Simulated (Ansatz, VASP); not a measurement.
**One calculation of Si2Ni, two programs**

```
Si Ni
1.0
     0.00000    2.64064    2.64064
     2.64064    0.00000    2.64064
     2.64064    2.64064    0.00000
Si Ni
2 1
Direct
  0.25000 0.25000 0.25000
  0.75000 0.75000 0.75000
  0.00000 0.00000 0.00000
```

Alike in both runs: task single point; functional PBEsol; k mesh 14 × 14 × 14; occupations gaussian, width 0.1 eV; no spin polarisation.

```csv
,VASP,Ansatz
version,VASP 6.6.1,Ansatz 0.2.0
potentials or method,"VASP PAW PBE potentials, release 64 (Si, Ni), cutoff 520 eV","scalar-relativistic, plane waves, PAW"
valence electrons in the cell,18,26
```

|  | VASP | Ansatz | Ansatz less VASP |
| --- | --- | --- | --- |
| gap on the k mesh at the Fermi level (eV) | none | none | - |
| pressure (GPa) | 11.2 | 11.2 | +0.01 |

VASP's potentials were made for PBE, not for PBEsol. A gap of «none» marks a metal or a gap that the smearing closes. The functional is the same, so the differences come from potentials, cutoffs and numerics. VASP's potentials hold 18 valence electrons a cell and Ansatz's 26, so a difference there can come from the potentials and not from the codes.
